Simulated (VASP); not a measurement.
# GaAsSe2 (P6/mmm) in VASP: a series of runs

GaAsSe2 is run at these levels: PBE; tasks: single point, relaxation of cell and atoms.

Program: VASP 6.6.1. These are calculated values, not measurements. Logs are shortened: lines on timing, memory, paths and dates and some standing lists are left out, and cuts for length are marked.

### Step 1. The cell of the first run

Symmetry: P6/mmm, No. 191, hexagonal system. Conventional cell: a = 4.152 Å, b = 4.152 Å, c = 7.691 Å, α = 90.00°, β = 90.00°, γ = 120.00°. Within 2.8 Å of Ga (site symmetry 6/mmm) lie 2 Se at 2.14 Å. As (site symmetry 6/mmm) has 2 Se at 1.71 Å within 2.3 Å. Se (site symmetry 6mm) has 1 As at 1.71 Å and 1 Ga at 2.14 Å within 2.3 Å.

The cell was generated, and may not be a known phase.

### Step 2. Single point, PBE

INCAR

```
  ALGO = Normal
  EDIFF = 1E-6
  ENCUT = 520
  GGA = PE
  ISIF = 2
  ISMEAR = 0
  LASPH = T
  LCHARG = T
  LELF = T
  LREAL = F
  LVHAR = T
  LWAVE = F
  NBANDS = 23
  NELM = 100
  PREC = Accurate
  SIGMA = 0.1
```

KPOINTS

```
k-points
0
Gamma
  6 6 2
```

POSCAR

```
GaAsSe2
1.0
    4.1523492700      0.0000000000      0.0000000000
   -2.0761746300      3.5960399500      0.0000000000
    0.0000000000      0.0000000000      7.6905634500
Ga As Se
1 1 2
Direct
    0.0000000000      0.0000000000      0.0000000000
    0.0000000000      0.0000000000      0.5000000000
    0.0000000000      0.0000000000      0.2778703100
    0.0000000000      0.0000000000      0.7221296900
```

Potentials or basis: VASP PAW PBE potentials, release 64 (Ga_d, As, Se).

Run with:

```console
$ cat potpaw_PBE.64/Ga_d/POTCAR potpaw_PBE.64/As/POTCAR potpaw_PBE.64/Se/POTCAR > POTCAR
$ mpirun -np 1 vasp_std > vasp.out
```

OUTCAR:

```text
EDIFF = 1E-6
   ENCUT = 520
   GGA = PE
   ISIF = 2
   ISMEAR = 0
   LASPH = T
   LREAL = F
   NELM = 100
   PREC = Accurate

 ion  position               nearest neighbor table
   1  0.000  0.000  0.000-   3 2.14   4 2.14
   2  0.000  0.000  0.500-   3 1.71   4 1.71
   3  0.000  0.000  0.278-   2 1.71   1 2.14
   4  0.000  0.000  0.722-   2 1.71   1 2.14

  LATTYP: Found a hexagonal cell.
 ALAT       =     4.1523492700
 C/A-ratio  =     1.8520993659

  Lattice vectors:

 A1 = (   4.1523492700,   0.0000000000,   0.0000000000)
 A2 = (  -2.0761746300,   3.5960399500,   0.0000000000)
 A3 = (   0.0000000000,   0.0000000000,   7.6905634500)

Analysis of symmetry for initial positions (statically):
=====================================================================
 Subroutine PRICEL returns:
 Original cell was already a primitive cell.

 Routine SETGRP: Setting up the symmetry group for a
 hexagonal supercell.

 Subroutine GETGRP returns: Found 24 space group operations
 (whereof 24 operations were pure point group operations)
 out of a pool of 24 trial point group operations.

The static configuration has the point symmetry D_6h.

Analysis of symmetry for dynamics (positions and initial velocities):
=====================================================================
 Subroutine PRICEL returns:
 Original cell was already a primitive cell.

 Routine SETGRP: Setting up the symmetry group for a
 hexagonal supercell.

 Subroutine GETGRP returns: Found 24 space group operations
 (whereof 24 operations were pure point group operations)
 out of a pool of 24 trial point group operations.

The dynamic configuration has the point symmetry D_6h.

 Subroutine INISYM returns: Found 24 space group operations
 (whereof 24 operations are pure point group operations),
 and found     1 'primitive' translations

----------------------------------------------------------------------------------------

                                     Primitive cell

  volume of cell :     114.8356

  direct lattice vectors                    reciprocal lattice vectors
     4.152349270  0.000000000  0.000000000     0.240827526  0.139041837  0.000000000
    -2.076174630  3.596039950  0.000000000     0.000000000  0.278083674  0.000000000
     0.000000000  0.000000000  7.690563450     0.000000000  0.000000000  0.130029484

  length of vectors
     4.152349270  4.152349265  7.690563450     0.278083673  0.278083674  0.130029484

  position of ions in fractional coordinates (direct lattice)
     0.000000000  0.000000000  0.000000000
     0.000000000  0.000000000  0.500000000
     0.000000000  0.000000000  0.277870310
     0.000000000  0.000000000  0.722129690

  ion indices of the primitive-cell ions
   primitive index   ion index
                 1           1
                 2           2
                 3           3
                 4           4

----------------------------------------------------------------------------------------

 KPOINTS: k-points

Automatic generation of k-mesh.
 Grid dimensions read from file:
 generate k-points for:    6    6    2

 Generating k-lattice:

  Cartesian coordinates                     Fractional coordinates (reciprocal lattice)
     0.040137921  0.023173639  0.000000000     0.166666667 -0.000000000  0.000000000
     0.000000000  0.046347279  0.000000000     0.000000000  0.166666667  0.000000000
     0.000000000  0.000000000  0.065014742     0.000000000  0.000000000  0.500000000

  Length of vectors
     0.046347279  0.046347279  0.065014742

  Shift w.r.t. Gamma in fractional coordinates (k-lattice)
     0.000000000  0.000000000  0.000000000

 Subroutine IBZKPT returns following result:
 ===========================================

 Found     14 irreducible k-points:

 Following reciprocal coordinates:
            Coordinates               Weight
  0.000000  0.000000  0.000000      1.000000
  0.166667  0.000000  0.000000      6.000000
  0.333333  0.000000  0.000000      6.000000
  0.500000  0.000000  0.000000      3.000000
  0.166667  0.166667  0.000000      6.000000
  0.333333  0.166667  0.000000     12.000000
  0.333333  0.333333  0.000000      2.000000
  0.000000  0.000000  0.500000      1.000000
  0.166667  0.000000  0.500000      6.000000
  0.333333  0.000000  0.500000      6.000000
  0.500000  0.000000  0.500000      3.000000
  0.166667  0.166667  0.500000      6.000000
  0.333333  0.166667  0.500000     12.000000
  0.333333  0.333333  0.500000      2.000000
   k-points           NKPTS =     14   k-points in BZ     NKDIM =     14   number of bands    NBANDS=     23
   number of dos      NEDOS =    301   number of ions     NIONS =      4
   total plane-waves  NPLWV =  61440
   dimension x,y,z NGX =    32 NGY =   32 NGZ =   60
   dimension x,y,z NGXF=    64 NGYF=   64 NGZF=  120
   ions per type =               1   1   2
   NGX,Y,Z   is equivalent  to a cutoff of  12.81, 12.81, 12.97 a.u.
   NGXF,Y,Z  is equivalent  to a cutoff of  25.62, 25.62, 25.94 a.u.
 SYSTEM =  unknown system
   PREC   = accura    normal or accurate (medium, high low for compatibility)
   ISTART =      0    job   : 0-new  1-cont  2-samecut
   ICHARG =      2    charge: 1-file 2-atom 10-const
   ISPIN  =      1    spin polarized calculation?
   LNONCOLLINEAR =      F non collinear calculations
   LSORBIT =      F    spin-orbit coupling
   LASPH  =      T    aspherical Exc in radial PAW
   ENCUT  =  520.0 eV  38.22 Ry    6.18 a.u.   7.72  7.72 14.30*2*pi/ulx,y,z
   NELM   =    100;   NELMIN=  2; NELMDL= -5     # of ELM steps
   EDIFF  = 0.1E-05   stopping-criterion for ELM
   LREAL  =      F    real-space projection
   EDIFFG = 0.1E-04   stopping-criterion for IOM
   NSW    =      0    number of steps for IOM
   IBRION =     -1    ionic relax: 0-MD 1-quasi-New 2-CG
   NFREE  =      0    steps in history (QN), initial steepest desc. (CG)
   ISIF   =      2    stress and relaxation
   ISYM   =      2    0-nonsym 1-usesym 2-fastsym
   POTIM  = 0.5000    time-step for ionic-motion
   TEBEG  =    0.0;   TEEND  =   0.0 temperature during run
   PSTRESS=    0.0 pullay stress
   NELECT =      30.0000    total number of electrons
   NUPDOWN=      -1.0000    fix difference up-down
   EMIN   =  10.00;   EMAX   =-10.00  energy-range for DOS
   EFERMI =   0.00;   METHOD = LEGACY
   ISMEAR =     0;   SIGMA  =   0.10  broadening in eV -4-tet -1-fermi 0-gaus
   EFERMI_NEDOS =   21; number of points for ismear=-14 and -15
   IALGO  =     38    algorithm
   IMIX   =      4    mixing-type and parameters
     AMIX     =   0.40;   BMIX     =  1.00
     AMIX_MAG =   1.60;   BMIX_MAG =  1.00
  volume/ion in A,a.u.               =      28.71       193.74
  Fermi-wavevector in a.u.,A,eV,Ry     =   1.046541  1.977676 14.901765  1.095249
  Thomas-Fermi vector in A             =   2.181384
   LORBIT       =      0    0 simple, 1 ext, 2 COOP (PROOUT), +10 PAW based schemes
   GGA     = PE    functional components
   LHFCALC =     F    Hartree Fock is set to
   AEXX    =    0.0000 exact exchange contribution
   IVDW    =     0    specifies the selected vdW correction
   LEPSILON=     F    determine dielectric tensor
   LRPA    =     F    only Hartree local field effects (RPA)
 non-spin polarized calculation
 Gauss-broadening in eV      SIGMA  =   0.10
  energy-cutoff  :      520.00
  volume of cell :      114.84
 maximum number of plane-waves:      3114
 NGX is ok and might be reduce to    32
   NGX = 15   NGY = 15   NGZ = 29

 number of electron      30.0000010 magnetization

 Free energy of the ion-electron system (eV)
  ---------------------------------------------------
  ext. energy  EPLUGINS =         0.00000000
  ---------------------------------------------------
  free energy    TOTEN  =         2.11118015 eV

  energy without entropy =        2.12740338  energy(sigma->0) =        2.11929176

 E-fermi :   3.4593     XC(G=0):  -8.2305

 val. band max:        3.3934513685   @ k =   0.5000   0.0000   0.5000
 cond. band min:       3.4951120746   @ k =   0.3333   0.0000   0.5000
 fundamental gap:      0.1016607060
 Fermi energy:         3.4592794598

 k-point     1 :       0.0000    0.0000    0.0000
  band No.  band energies     occupation
      1     -16.0859      2.00000
      2     -13.8624      2.00000
      3     -12.6928      2.00000
      4     -12.1536      2.00000
      5     -12.1536      2.00000
      6     -11.8961      2.00000
[... 15 lines left out ...]
     22       9.1157      0.00000
     23       9.1157      0.00000

 k-point     2 :       0.1667    0.0000    0.0000
  band No.  band energies     occupation
      1     -16.0469      2.00000
      2     -13.8283      2.00000
      3     -12.6900      2.00000
      4     -12.1556      2.00000
      5     -12.1541      2.00000
      6     -11.8963      2.00000
[... 15 lines left out ...]
     22       8.8836      0.00000
     23       9.3925      0.00000

 k-point     3 :       0.3333    0.0000    0.0000
  band No.  band energies     occupation
      1     -15.9670      2.00000
      2     -13.7584      2.00000
      3     -12.6841      2.00000
      4     -12.1595      2.00000
      5     -12.1551      2.00000
      6     -11.8969      2.00000
[... 15 lines left out ...]
     22       9.1847      0.00000
     23       9.6384      0.00000
[... 235 lines left out ...]
 k-point    13 :       0.3333    0.1667    0.5000
  band No.  band energies     occupation
      1     -15.8531      2.00000
      2     -14.1317      2.00000
      3     -12.2182      2.00000
      4     -12.1610      2.00000
      5     -12.1569      2.00000
      6     -11.8949      2.00000
[... 15 lines left out ...]
     22       8.8890      0.00000
     23      10.9995      0.00000

 k-point    14 :       0.3333    0.3333    0.5000
  band No.  band energies     occupation
      1     -15.8320      2.00000
      2     -14.1173      2.00000
      3     -12.2133      2.00000
      4     -12.1596      2.00000
      5     -12.1596      2.00000
      6     -11.8901      2.00000
[... 15 lines left out ...]
     22      10.4039      0.00000
     23      10.4039      0.00000

------------------------ aborting loop because EDIFF is reached ----------------------------------------

  FORCE on cell =-STRESS in cart. coord.  units (eV):
  Direction    XX          YY          ZZ          XY          YZ          ZX
  --------------------------------------------------------------------------------------
  -------------------------------------------------------------------------------------
  Total       -1.4848963     -1.4848963    132.0862408     -0.0000000      0.0000000      0.0000000
  in kB      -20.7171575    -20.7171575   1842.8569230     -0.0000000      0.0000000      0.0000000
  external PRESSURE =     600.4742027 kB  Pullay stress =       0.0000000 kB

 VOLUME and BASIS-vectors are now :
 -----------------------------------------------------------------------------
  energy-cutoff  :      520.00
  volume of cell :      114.84
      direct lattice vectors                 reciprocal lattice vectors
     4.152349270  0.000000000  0.000000000     0.240827526  0.139041837  0.000000000
    -2.076174630  3.596039950  0.000000000     0.000000000  0.278083674  0.000000000
     0.000000000  0.000000000  7.690563450     0.000000000  0.000000000  0.130029484

 POSITION                                       TOTAL-FORCE (eV/Angst)
 -----------------------------------------------------------------------------------
      0.00000      0.00000      0.00000        -0.000000      0.000000      0.000000
      0.00000      0.00000      3.84528        -0.000000      0.000000      0.000000
      0.00000      0.00000      2.13698        -0.000000      0.000000    -25.540360
      0.00000      0.00000      5.55358         0.000000     -0.000000     25.540360
 -----------------------------------------------------------------------------------
    total drift:                                0.000000      0.000000     -0.000000

  FREE ENERGIE OF THE ION-ELECTRON SYSTEM (eV)
  ---------------------------------------------------
  free  energy   TOTEN  =         2.1111801465 eV

  energy  without entropy=        2.1274033833  energy(sigma->0) =        2.11929176
```

Wall time 16 s (1 thread of Intel Xeon 6975P-C (Granite Rapids), shared host); peak memory 0.25 GiB.

Results:

| Quantity | Value |
| --- | --- |
| Free energy | 2.1112 eV |
| Pressure | 60.0 GPa |
| Largest force | 25.540 eV/Å |
| Band gap on the k mesh | zero (bands 15 and 16 overlap by 1.97 eV) |

Forces on the atoms (eV/Å):
```
Ga    0.000   0.000   0.000
As    0.000   0.000   0.000
Se    0.000   0.000 -25.540
Se    0.000   0.000  25.540
```

Stress tensor (GPa, compression positive):
```
 -2.07   0.00   0.00
  0.00  -2.07   0.00
  0.00   0.00 184.29
```

Caveat: the k points lie up to 0.41 Å⁻¹ apart, too coarse for converged energies and pressures of a metal; forces of over 1 eV/Å act on the atoms, so gaps and moduli don't describe the material at rest.

(Continued in part 2 of 2.)

The gap in the log of VASP goes by the Fermi energy; the results here count the filled bands.